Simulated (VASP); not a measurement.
# SbC30 (a cell with a defect) in VASP: a series of runs, part 2 of 2

VASP 6.6.1. Earlier steps stand in the parts before.

### 3 Single point, PBE

The input, INCAR:

```
SYSTEM = SbC30
ALGO = Normal ; EDIFF = 1E-6
ENCUT = 520 ; GGA = PE
GGA_COMPAT = .FALSE. ; ISIF = 2
ISMEAR = -1 ; LASPH = .TRUE.
LCHARG = .FALSE. ; LREAL = Auto
LWAVE = .FALSE. ; NBANDS = 84
NELECT = 126.0 ; NELM = 120
PREC = Accurate ; SIGMA = 0.01
```

The input, KPOINTS:

```
Automatic mesh
0
Gamma
  1 1 1
  0.25 0.25 0.25
```

The input, POSCAR:

```
SbC30
1.0
   -3.5716218665      3.5716218665      3.5716218665
    3.5716218665     -3.5716218665      3.5716218665
    3.5716218665      3.5716218665     -3.5716218665
C Sb
30 1
Direct
    0.0046236415      0.0044873284      0.0062092977
    0.0046235399      0.2551864025      0.7555233466
   -0.0014428027      0.5021459765      0.5084210185
   -0.0014499363      0.7573951956      0.2531704649
    0.2548019242      0.0057231239      0.7567448466
    0.2515803802      0.2491223592      0.5084210468
    0.2515847369      0.7573998141      0.0001453861
    0.4977614663      0.0248410651      0.4993514634
    0.5068346545      0.2491214581      0.2531698633
    0.5068344683      0.5021468461      0.0001404532
    0.4977729749      0.7483307713      0.7758661835
    0.7551579961      0.0057216339      0.2563896466
    0.7539303213      0.2551890827      0.0062132294
    0.7551583624      0.5053575756      0.7567403648
    0.7742825764      0.7483343584      0.4993584602
    0.0038370554      0.0037032218      0.7547301749
    0.0025990695      0.2531646551      0.5045512868
   -0.0165163245      0.5105571110      0.2615801204
    0.0025985644      0.7535176459      0.0041863199
    0.2509252251      0.0097701709      0.5077621070
    0.2599944921      0.2340483706      0.2615771730
    0.2599981766      0.5105608767     -0.0149311069
    0.2509271072      0.7567422292      0.7607897555
    0.5061724163      0.0097692466      0.2525141824
    0.5029580579      0.2531628356      0.0041876613
    0.5061771836      0.5014874592      0.7607841836
    0.7531434412      0.0037025723      0.0054227021
    0.7531392806      0.2543937299      0.7547270356
    0.7592054821      0.5014897048      0.5077624748
    0.7591991467      0.7567419215      0.2525149589
    0.3788842737      0.6294482408      0.3804656051
```

Potentials or basis: VASP PAW PBE potentials, release 64 (C, Sb).

Launch:

```sh
$ cat potpaw_PBE.64/C/POTCAR potpaw_PBE.64/Sb/POTCAR > POTCAR
$ mpirun -np 1 vasp_std > vasp.out
```

OUTCAR:

```text
SYSTEM = SbC30
   EDIFF = 1E-6
   ENCUT = 520
   GGA = PE
   ISIF = 2
   ISMEAR = -1
   LASPH = .TRUE.
   LREAL = Auto
   NELECT = 126.0
   NELM = 120
   PREC = Accurate

 ion  position               nearest neighbor table
   1  0.005  0.004  0.006-  21 1.53  19 1.54  16 1.55  27 1.55
   2  0.005  0.255  0.756-  22 1.53  17 1.54  28 1.55  16 1.55
   3  0.999  0.502  0.508-  29 1.48  18 1.52  17 1.54  23 1.57  31 2.68
   4  0.999  0.757  0.253-  30 1.48  18 1.52  19 1.54  20 1.57  31 2.68
   5  0.255  0.006  0.757-  25 1.53  23 1.54  20 1.54  16 1.54
   6  0.252  0.249  0.508-  20 1.48  21 1.52  17 1.54  26 1.57  31 2.68
   7  0.252  0.757  0.000-  23 1.48  22 1.52  19 1.54  24 1.57  31 2.68
   8  0.498  0.025  0.499-  20 1.52  24 1.52  28 1.53  31 2.07
   9  0.507  0.249  0.253-  24 1.48  21 1.52  25 1.54  29 1.57  31 2.68
  10  0.507  0.502  0.000-  26 1.48  22 1.52  25 1.54  30 1.57  31 2.68
  11  0.498  0.748  0.776-  26 1.52  23 1.52  27 1.53  31 2.08
  12  0.755  0.006  0.256-  17 1.53  30 1.54  24 1.54  27 1.54
  13  0.754  0.255  0.006-  18 1.53  25 1.54  28 1.55  27 1.55
  14  0.755  0.505  0.757-  19 1.53  29 1.54  26 1.54  28 1.54
  15  0.774  0.748  0.499-  30 1.52  29 1.52  16 1.53  31 2.07
  16  0.004  0.004  0.755-  15 1.53   5 1.54   1 1.55   2 1.55
  17  0.003  0.253  0.505-  12 1.53   3 1.54   6 1.54   2 1.54
  18  0.983  0.511  0.262-   4 1.52   3 1.52  13 1.53  31 2.08
  19  0.003  0.754  0.004-  14 1.53   7 1.54   4 1.54   1 1.54
  20  0.251  0.010  0.508-   6 1.48   8 1.52   5 1.54   4 1.57  31 2.68
  21  0.260  0.234  0.262-   9 1.52   6 1.52   1 1.53  31 2.08
  22  0.260  0.511  0.985-  10 1.52   7 1.52   2 1.53  31 2.07
  23  0.251  0.757  0.761-   7 1.48  11 1.52   5 1.54   3 1.57  31 2.68
  24  0.506  0.010  0.253-   9 1.48   8 1.52  12 1.54   7 1.57  31 2.68
  25  0.503  0.253  0.004-   5 1.53   9 1.54  10 1.54  13 1.54
  26  0.506  0.501  0.761-  10 1.48  11 1.52  14 1.54   6 1.57  31 2.68
  27  0.753  0.004  0.005-  11 1.53  12 1.54   1 1.55  13 1.55
  28  0.753  0.254  0.755-   8 1.53  14 1.54   2 1.55  13 1.55
  29  0.759  0.501  0.508-   3 1.48  15 1.52  14 1.54   9 1.57  31 2.68
  30  0.759  0.757  0.253-   4 1.48  15 1.52  12 1.54  10 1.57  31 2.68
  31  0.379  0.629  0.380-   8 2.07  22 2.07  15 2.07  21 2.08  18 2.08  11 2.08  30 2.68  24 2.68
                             7 2.68  10 2.68  26 2.68   9 2.68  29 2.68  20 2.68  23 2.68   6 2.68

[... 200 lines left out ...]
   LEPSILON=     F    determine dielectric tensor
   LRPA    =     F    only Hartree local field effects (RPA)
 non-spin polarized calculation
  energy-cutoff  :      520.00
  volume of cell :      182.25
 maximum number of plane-waves:      4904
 NGX is ok and might be reduce to    48
   NGX = 23   NGY = 23   NGZ = 23

 number of electron     126.0000001 magnetization

 Free energy of the ion-electron system (eV)
  ---------------------------------------------------
  ext. energy  EPLUGINS =         0.00000000
  ---------------------------------------------------
  free energy    TOTEN  =      -253.38739743 eV

  energy without entropy =     -253.38739743  energy(sigma->0) =     -253.38739743

 E-fermi :  11.7467     XC(G=0): -13.3290

 val. band max:       11.4280362838   @ k =   0.2500   0.2500   0.2500
 cond. band min:      15.5415355293   @ k =   0.2500   0.2500   0.2500
 fundamental gap:      4.1134992454
 Fermi energy:        11.7467273410

 k-point     1 :       0.2500    0.2500    0.2500
  band No.  band energies     occupation
      1      -9.6238      2.00000
      2      -9.6237      2.00000
      3      -9.3812      2.00000
      4      -8.6808      2.00000
      5      -5.5550      2.00000
      6      -5.3874      2.00000
[... 67 lines left out ...]
     74      17.1874      0.00000
     75      17.1875      0.00000
 [bands above 75 left out]

------------------------ aborting loop because EDIFF is reached ----------------------------------------

  FORCE on cell =-STRESS in cart. coord.  units (eV):
  Direction    XX          YY          ZZ          XY          YZ          ZX
  --------------------------------------------------------------------------------------
  -------------------------------------------------------------------------------------
  Total       45.9025138     45.9025138     45.8643753    -15.8520805    -15.8589002    -15.8589001
  in kB      403.5437647    403.5437647    403.2084771   -139.3607392   -139.4206936   -139.4206923
  external PRESSURE =     403.4320021 kB  Pullay stress =       0.0000000 kB

 VOLUME and BASIS-vectors are now :
 -----------------------------------------------------------------------------
  energy-cutoff  :      520.00
  volume of cell :      182.25
      direct lattice vectors                 reciprocal lattice vectors
    -3.571621867  3.571621867  3.571621867     0.000000000  0.139992423  0.139992423
     3.571621867 -3.571621867  3.571621867     0.139992423  0.000000000  0.139992423
     3.571621867  3.571621867 -3.571621867     0.139992423  0.139992423  0.000000000

 POSITION                                       TOTAL-FORCE (eV/Angst)
 -----------------------------------------------------------------------------------
      0.02169      0.02266      0.01036         0.009128     -0.003236      0.007890
      3.59336      1.80353     -1.77050         0.007726      0.007726     -0.002920
      0.04289      3.58888      3.54406        -0.013473      0.012127      0.024877
      0.04292      1.76554      5.36734        -0.014162      0.019922      0.016566
      1.81319      3.59242     -1.77231         0.002577      0.000783     -0.000103
      1.80711      1.82467     -0.02757         0.012127     -0.013473      0.024877
[... 23 lines left out ...]
      0.89311      0.91066      4.51248         0.010555     -0.013809     -0.024456
      2.25380      0.46396      2.24250        -0.006789     -0.006789     -0.009579
 -----------------------------------------------------------------------------------
    total drift:                                0.103490      0.076022      0.070040

  FREE ENERGIE OF THE ION-ELECTRON SYSTEM (eV)
  ---------------------------------------------------
  free  energy   TOTEN  =      -253.3873974336 eV

  energy  without entropy=     -253.3873974336  energy(sigma->0) =     -253.38739743
```

OSZICAR:

```text
N       E                     dE             d eps       ncg     rms          rms(c)
DAV:   1     0.475243146341E+03    0.47524E+03   -0.65901E+04   168   0.146E+03
DAV:   2    -0.228551295289E+03   -0.70379E+03   -0.66306E+03   208   0.283E+02
DAV:   3    -0.266118242351E+03   -0.37567E+02   -0.37075E+02   200   0.651E+01
DAV:   4    -0.267059133634E+03   -0.94089E+00   -0.93724E+00   224   0.101E+01
DAV:   5    -0.267080516096E+03   -0.21382E-01   -0.21365E-01   208   0.157E+00    0.250E+01
DAV:   6    -0.256137381830E+03    0.10943E+02   -0.12016E+01   200   0.107E+01    0.144E+01
DAV:   7    -0.253391697808E+03    0.27457E+01   -0.69603E+00   200   0.860E+00    0.449E+00
DAV:   8    -0.253382302404E+03    0.93954E-02   -0.44004E-01   208   0.225E+00    0.153E+00
DAV:   9    -0.253386403590E+03   -0.41012E-02   -0.39528E-02   216   0.739E-01    0.355E-01
DAV:  10    -0.253387335625E+03   -0.93204E-03   -0.30330E-03   200   0.217E-01    0.796E-02
DAV:  11    -0.253387358524E+03   -0.22899E-04   -0.50478E-04   208   0.885E-02    0.335E-02
DAV:  12    -0.253387383009E+03   -0.24485E-04   -0.10989E-04   200   0.381E-02    0.172E-02
DAV:  13    -0.253387394891E+03   -0.11882E-04   -0.14767E-05   200   0.158E-02    0.725E-03
DAV:  14    -0.253387397262E+03   -0.23708E-05   -0.31788E-06   176   0.752E-03    0.172E-03
DAV:  15    -0.253387397434E+03   -0.17168E-06   -0.11150E-07   120   0.153E-03
   1 F= -.25338740E+03 E0= -.25338740E+03  d E =-.188344E-13
```

stdout:

```text
POSCAR found type information on POSCAR C Sb
 POSCAR found :  2 types and      31 ions
 scaLAPACK will be used
 LDA part: xc-table for (Slater+PW92), standard interpolation
 POSCAR, INCAR and KPOINTS ok, starting setup
 FFT: planning ... GRIDC
 FFT: planning ... GRID_SOFT
 FFT: planning ... GRID
 WAVECAR not read
 entering main loop
 the old and the new charge density differ
 old charge density:   125.00000 new  126.00000
    0.250E+01
```

It took 20 s on 1 thread of Intel Xeon 6975P-C (Granite Rapids), shared host; peak memory 0.32 GiB.

Results:

```yaml
Free_energy: -253.3874 eV
Largest_force: 0.144 eV/Å
```

Forces in eV/Å, atoms in the order of the input:
```
C    0.009 -0.003  0.008
C    0.008  0.008 -0.003
C   -0.013  0.012  0.025
C   -0.014  0.020  0.017
C    0.003  0.001  0.000
C    0.012 -0.013  0.025
C    0.014  0.022 -0.013
C    0.100 -0.031  0.099
C    0.020 -0.014  0.017
C    0.022  0.014 -0.013
C    0.097  0.097 -0.028
C    0.000  0.000 -0.002
C   -0.003  0.009  0.008
C    0.001  0.003  0.000
C   -0.031  0.100  0.099
C    0.010 -0.001 -0.004
C    0.004  0.004  0.001
C    0.021 -0.097 -0.101
C    0.005  0.004  0.003
C   -0.026  0.011 -0.014
C   -0.097  0.021 -0.101
C   -0.099 -0.099  0.023
C   -0.025 -0.016  0.011
C   -0.014  0.011 -0.024
C    0.004  0.005  0.003
C   -0.016 -0.025  0.011
C   -0.004 -0.004  0.008
C   -0.001  0.010 -0.004
C    0.011 -0.026 -0.014
C    0.011 -0.014 -0.024
Sb  -0.007 -0.007 -0.010
```

Levels at points of the mesh, in eV from the Fermi level:
```tsv
k point	band 61	band 62	band 63	band 64	band 65	band 66
(0.25, 0.25, 0.25)	-2.31	-0.32	-0.32	3.79	4.35	4.39
```

Caveat: the k points lie up to 1.24 Å⁻¹ apart, too coarse for converged energies, forces and pressures; the cell carries a net charge on a neutralising background, which shifts energy and pressure; the cell is charged against a uniform background, so pressure and absolute levels hang on convention; spin-orbit coupling is left out, which moves the levels of the heavy elements.

### 4 Single point, PBE

The input, INCAR:

```
  ALGO = Normal
  EDIFF = 1E-6
  ENCUT = 520
  GGA = PE
  GGA_COMPAT = False
  ISIF = 2
  ISMEAR = -1
  LASPH = True
  LCHARG = False
  LREAL = Auto
  LWAVE = False
  NBANDS = 84
  NELECT = 124.0
  NELM = 120
  PREC = Accurate
  SIGMA = 0.01
```

KPOINTS is that of step 3.

The input, POSCAR:

```
SbC30
1.0
   -3.5716218665      3.5716218665      3.5716218665
    3.5716218665     -3.5716218665      3.5716218665
    3.5716218665      3.5716218665     -3.5716218665
C Sb
30 1
Direct
    0.0037249450      0.0043344659      0.0039210203
    0.0037247801      0.2539534865      0.7542963566
    0.0005986713      0.5021848575      0.5069636253
    0.0006168699      0.7570073132      0.2521519861
    0.2554914292      0.0054493815      0.7554133870
    0.2519527540      0.2508186424      0.5069652845
    0.2519529917      0.7570017180      0.0007908959
    0.4999830635      0.0282854062      0.5001788362
    0.5067714547      0.2508191013      0.2521467109
    0.5067734678      0.5021777996      0.0007874450
    0.4999892982      0.7502079015      0.7782336955
    0.7552179219      0.0054500113      0.2556791408
    0.7540966525      0.2539474458      0.0039073078
    0.7552227819      0.5057111160      0.7554134424
    0.7780558688      0.7502249947      0.5001850204
    0.0033036465      0.0039164862      0.7538806195
    0.0021858116      0.2524104692      0.5021126605
   -0.0206523121      0.5076396051      0.2576004763
    0.0021849320      0.7521514848      0.0023757716
    0.2506300571      0.0070435705      0.5056468315
    0.2574214668      0.2295882321      0.2576232522
    0.2574198712      0.5076497443     -0.0204464847
    0.2506396652      0.7556827055      0.7570093248
    0.5054509090      0.0070440995      0.2508275763
    0.5019157714      0.2524145904      0.0023786690
    0.5054462567      0.5008516815      0.7569923649
    0.7536820360      0.0039110418      0.0034941074
    0.7536854153      0.2535339442      0.7538745546
    0.7568012594      0.5008658898      0.5056447262
    0.7567985762      0.7556740453      0.2508198801
    0.3787068607      0.6289355073      0.3788943530
```

Launch:

```sh
$ cat potpaw_PBE.64/C/POTCAR potpaw_PBE.64/Sb/POTCAR > POTCAR
$ mpirun -np 1 vasp_std > vasp.out
```

It took 29 s on 1 thread of Intel Xeon 6975P-C (Granite Rapids), shared host; peak memory 0.31 GiB.

Results (log left out):

| Quantity | Value |
| --- | --- |
| Free energy | -276.0915 eV |
| Largest force | 0.108 eV/Å |

Forces in eV/Å, atoms in the order of the input:
```
C    0.009 -0.007  0.007
C    0.009  0.006 -0.006
C   -0.010  0.022  0.017
C   -0.009  0.015  0.018
C   -0.005  0.000  0.000
C    0.019 -0.008  0.016
C    0.015  0.015 -0.006
C    0.069 -0.017  0.070
C    0.014 -0.008  0.021
C    0.013  0.018 -0.006
C    0.071  0.071 -0.020
C    0.000 -0.002 -0.005
C   -0.008  0.008  0.008
C    0.001 -0.007 -0.001
C   -0.020  0.074  0.074
C    0.014 -0.002 -0.002
C    0.005  0.005  0.003
C    0.018 -0.075 -0.075
C    0.002  0.005  0.006
C   -0.024  0.009 -0.019
C   -0.071  0.013 -0.073
C   -0.070 -0.073  0.014
C   -0.022 -0.019  0.008
C   -0.018  0.009 -0.021
C    0.004  0.005  0.004
C   -0.014 -0.018  0.009
C   -0.002 -0.001  0.010
C   -0.001  0.010 -0.002
C    0.008 -0.021 -0.018
C    0.009 -0.018 -0.021
Sb  -0.005 -0.008 -0.009
```

Levels at points of the mesh, in eV from the Fermi level:
| k point | band 59 | band 60 | band 61 | band 62 | band 63 | band 64 | band 65 | band 66 |
| --- | --- | --- | --- | --- | --- | --- | --- | --- |
| (0.25, 0.25, 0.25) | -2.72 | -1.85 | -1.84 | 0.00 | 0.00 | 3.94 | 4.72 | 4.72 |

Caveat: the k points lie up to 1.24 Å⁻¹ apart, too coarse for converged energies, forces and pressures; the cell carries a net charge on a neutralising background, which shifts energy and pressure; the cell is charged against a uniform background, so pressure and absolute levels hang on convention; spin-orbit coupling is left out, which moves the levels of the heavy elements.

### 5 Single point, PBE, collinear spin

The input, INCAR:

```
SYSTEM = SbC30
PREC = Accurate ; ENCUT = 520
EDIFF = 1E-6 ; ISMEAR = -1
SIGMA = 0.01 ; LREAL = Auto
LASPH = .True. ; NELM = 200
ALGO = Normal ; ISIF = 2
LWAVE = .False. ; LCHARG = .False.
ISPIN = 2 ; MAGMOM = 0 0.01 0 0.02 0 0.02 0.02 0 0.02 0 0.02 0 0.01 0 0.02 0.01 0 0.02 0 0.02 0 0.02 0 0.02 0 0.02 0.01 0 0.02 0 0.03
LORBIT = 11 ; NUPDOWN = 1.0
GGA = PE ; NELECT = 127.0
NBANDS = 88 ; GGA_COMPAT = .False.
```

The input, KPOINTS:

```
regular mesh
0
Gamma
  1 1 1
  0 0 0
```

The input, POSCAR:

```
SbC30
1.0
   -3.5716218665      3.5716218665      3.5716218665
    3.5716218665     -3.5716218665      3.5716218665
    3.5716218665      3.5716218665     -3.5716218665
C Sb
30 1
Direct
    0.0057793513      0.0013051759      0.0047131603
    0.0057835020      0.2537935312      0.7522424226
   -0.0005382666      0.4998910467      0.5053245910
   -0.0005353361      0.7543921657      0.2508154292
    0.2578875586      0.0050542617      0.7559816010
    0.2518802199      0.2474695445      0.5053198192
    0.2518727776      0.7543869814     -0.0016125530
    0.5041486052      0.0302809028      0.5030834676
    0.5063870056      0.2474695323      0.2508167980
    0.5063888062      0.4998884792     -0.0016005104
    0.5041508213      0.7521610954      0.7812182972
    0.7570433970      0.0050497617      0.2568152068
    0.7533190066      0.2537917777      0.0047207813
    0.7570434280      0.5058877882      0.7559749578
    0.7823056074      0.7521729040      0.5030987483
    0.0077820295      0.0033003271      0.7542266260
    0.0040268544      0.2520372379      0.5021274823
   -0.0211888694      0.5049392632      0.2558688018
    0.0040272861      0.7512044239      0.0029639484
    0.2546910833      0.0096305371      0.5081314802
    0.2569100601      0.2267812334      0.2558479590
    0.2569233007      0.5049289939     -0.0222724519
    0.2546853404      0.7571982037      0.7605485993
    0.5091925676      0.0096242671      0.2536213556
    0.5032042735      0.2520411714      0.0029668505
    0.5091944340      0.5026938318      0.7605568576
    0.7552890899      0.0032927107      0.0067035965
    0.7552845998      0.2557687955      0.7542209545
    0.7616161096      0.5026916437      0.5081242237
    0.7616218010      0.7571997989      0.2536202080
    0.3805345818      0.6285337616      0.3794618790
```

Launch:

```sh
$ cat potpaw_PBE.64/C/POTCAR potpaw_PBE.64/Sb/POTCAR > POTCAR
$ mpirun -np 1 vasp_gam > vasp.out
```

Run time: 41 s. Hardware: 1 thread of Intel Xeon 6975P-C (Granite Rapids), shared host; peak memory 0.38 GiB.

Results (log left out):

```yaml
Free_energy: -234.9655 eV
Largest_force: 1.373 eV/Å
Net_moment: 1.00 μB per cell
Site_moments: C +0.00, +0.01, -0.00, +0.02 (each value once); Sb +0.05 μB
Valence_electrons_inside_the_program's_atomic_spheres: C 2.59, 2.60, 2.63, 2.64, 2.65, 2.68, 2.69 (each value once); Sb 2.84
```

Forces on the atoms (eV/Å):
```
C    0.430  0.167  0.405
C    0.306  0.055 -0.182
C    0.322  0.812  0.342
C    0.070 -0.435  0.450
C   -0.030  0.660  0.529
C    0.358 -0.560  0.072
C    0.393 -0.460 -0.035
C   -0.704 -0.099 -0.708
C    0.177 -0.530  0.406
C    0.414  0.804  0.254
C   -0.876 -0.961 -0.247
C    0.506  0.656 -0.010
C   -0.222  0.038  0.261
C    0.498  0.140  0.521
C   -0.267 -0.992 -0.912
C    0.233 -0.032 -0.261
C   -0.507 -0.651  0.015
C    0.268  0.985  0.905
C   -0.504 -0.131 -0.521
C   -0.180  0.527 -0.411
C    0.704  0.098  0.711
C    0.868  0.960  0.248
C   -0.418 -0.810 -0.254
C   -0.358  0.567 -0.077
C    0.034 -0.654 -0.524
C   -0.387  0.454  0.039
C   -0.308 -0.052  0.190
C   -0.432 -0.160 -0.402
C   -0.063  0.421 -0.446
C   -0.320 -0.812 -0.350
Sb  -0.007 -0.006 -0.007
```

Caveat: the k points lie up to 1.24 Å⁻¹ apart, too coarse for converged energies, forces and pressures; the cell carries a net charge on a neutralising background, which shifts energy and pressure; the cell is charged against a uniform background, so pressure and absolute levels hang on convention; spin-orbit coupling is left out, which moves the levels of the heavy elements; the total moment is fixed, so each spin has its own Fermi level and the state may be an excited one.
